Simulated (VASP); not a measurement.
## C: relaxation of cell and atoms with PBE

Crystal: C.

```
C
1.0
     2.46650    0.00000    0.00000
    -1.23325    2.13605    0.00000
     0.00000    0.00000    4.40577
C
2
Cartesian
  0.0000 1.4240 2.2029
  1.2332 0.7120 2.2029
```

```yaml
Program: VASP 6.6.1
Task: relaxation of cell and atoms
Functional: PBE
Potentials_or_basis: VASP PAW PBE potentials, release 64 (C)
Cutoff: 600 eV
k_mesh: 24 × 24 × 12
Occupations: gaussian, width 0.1 eV
Spin: no spin polarisation
Dipole_correction: no
Further_INCAR_settings: ALGO = Normal; EDIFF = 1e-06; IBRION = 2; EDIFFG = -0.01; NSW = 100; ISIF = 3
```

```json
{
 "Relaxed volume": "10.88 Å³/atom",
 "Relaxed cell": "a = 2.467 Å, b = 2.467 Å, c = 4.131 Å, α = 90.00°, β = 90.00°, γ = 120.00°",
 "Space group after relaxing (to 0.1 Å)": "P6/mmm (No. 191)",
 "Energy gained by relaxing": "0.6 meV/atom",
 "Ionic steps": "31",
 "Pressure after relaxing": "-0.1 GPa",
 "Band gap on the k mesh": "zero (bands 4 and 5 overlap by 0.34 eV)"
}
```

Stress tensor (GPa, compression positive):
```
-0.10  0.00  0.00
 0.00 -0.10  0.00
 0.00  0.00  0.02
```

Step by step:
```
step  energy change (eV)  largest force (eV/Å)  pressure (GPa)  volume (Å³)
   1              0.0000                0.0000            0.03        23.21
   2              0.0000                0.0000           -0.26        23.22
   3              0.0000                0.0000           -0.17        23.22
   4              0.0000                0.0000           -0.17        23.21
   5             -0.0001                0.0000           -0.20        23.17
   6             -0.0001                0.0000           -0.26        23.11
   7             -0.0003                0.0000           -0.47        22.99
   8             -0.0004                0.0000           -0.83        22.74
   9             -0.0003                0.0000           -1.53        22.25
  10             -0.0004                0.0000           -1.03        22.60
  11             -0.0004                0.0000           -1.03        22.59
  12             -0.0005                0.0000           -1.01        22.58
  13             -0.0005                0.0000           -0.99        22.56
  14             -0.0005                0.0000           -0.95        22.52
  15             -0.0006                0.0000           -0.86        22.44
  16             -0.0008                0.0000           -0.78        22.28
  17             -0.0010                0.0000           -0.50        21.95
  18             -0.0011                0.0000           -0.46        21.85
  19             -0.0011                0.0000           -0.26        21.65
  20             -0.0011                0.0000           -0.41        21.73
  21             -0.0011                0.0000           -0.24        21.68
  22             -0.0011                0.0000           -0.34        21.71
  23             -0.0011                0.0000           -0.27        21.74
  24             -0.0011                0.0000           -0.24        21.74
  25             -0.0011                0.0000           -0.22        21.74
  26             -0.0011                0.0000           -0.20        21.75
  27             -0.0011                0.0000           -0.18        21.76
  28             -0.0011                0.0000           -0.12        21.78
  29             -0.0011                0.0000           -0.09        21.77
  30             -0.0011                0.0000           -0.10        21.78
  31             -0.0011                0.0000           -0.06        21.77
```

Final structure:
```
C
1.0
     2.46685    0.00000    0.00000
    -1.23342    2.13635    0.00000
     0.00000    0.00000    4.13056
C
2
Direct
  0.33333 0.66667 0.50000
  0.66667 0.33333 0.50000
```

Levels at points of the mesh, in eV from the Fermi level:
| k point | band 1 | band 2 | band 3 | band 4 | band 5 | band 6 | band 7 | band 8 |
| --- | --- | --- | --- | --- | --- | --- | --- | --- |
| (0.00, 0.00, 0.00) | -19.53 | -7.30 | -3.04 | -3.04 | 3.19 | 8.30 | 8.30 | 11.44 |
| (0.50, 0.00, 0.00) | -14.29 | -13.24 | -6.42 | -2.17 | 1.96 | 7.32 | 10.59 | 10.87 |
| (0.00, 0.00, 0.50) | -19.49 | -7.90 | -3.04 | -3.04 | 6.80 | 8.31 | 8.31 | 11.20 |
| (0.50, 0.00, 0.50) | -14.26 | -13.22 | -6.41 | -2.54 | 1.41 | 7.39 | 12.56 | 14.11 |

Run time: 6.5 min on 1 thread of Intel(R) Xeon(R) 6975P-C (Granite Rapids), on a shared host, peak memory 0.19 GiB.

Caveat: this functional lacks dispersion, which binds layers or chains, so the pressure and a relaxed spacing across them are unreliable.
